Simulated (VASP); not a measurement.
Runs of VASP 6.6.1 on P. The structure is that of space group Pm-3m (No. 221), or close to it. The cells are those of the table. 

```tsv
cell	gap on the mesh (eV)	pressure (GPa)
a = 2.337, b = 2.337, c = 4.793 Å, 2 atoms	none	(a)
a = 2.435, b = 2.435, c = 4.410 Å, 2 atoms	none	15.6
a = 2.240, b = 2.240, c = 4.793 Å, 2 atoms	none	31.6
a = 2.240, b = 2.240, c = 4.410 Å, 2 atoms	none	53.6
a = 2.435, b = 2.435, c = 4.601 Å, 2 atoms	none	6.5
a = 2.240, b = 2.240, c = 4.601 Å, 2 atoms	none	(b)
```

Alike in all rows: task single point; level PBEsol; potentials or basis VASP PAW PBE potentials, release 64 (P); no spin polarisation; k mesh 24 × 24 × 12; cutoff (eV) 520; smearing gaussian 0.15 eV.

Estimate the missing entries.

(a) 12.3; (b) 40.9.

Caveats: the cell stands under pressure; the PAW data sets were made with another functional, which shifts forces and pressure a little.

A gap of «none» marks levels without a gap at the run's occupations.
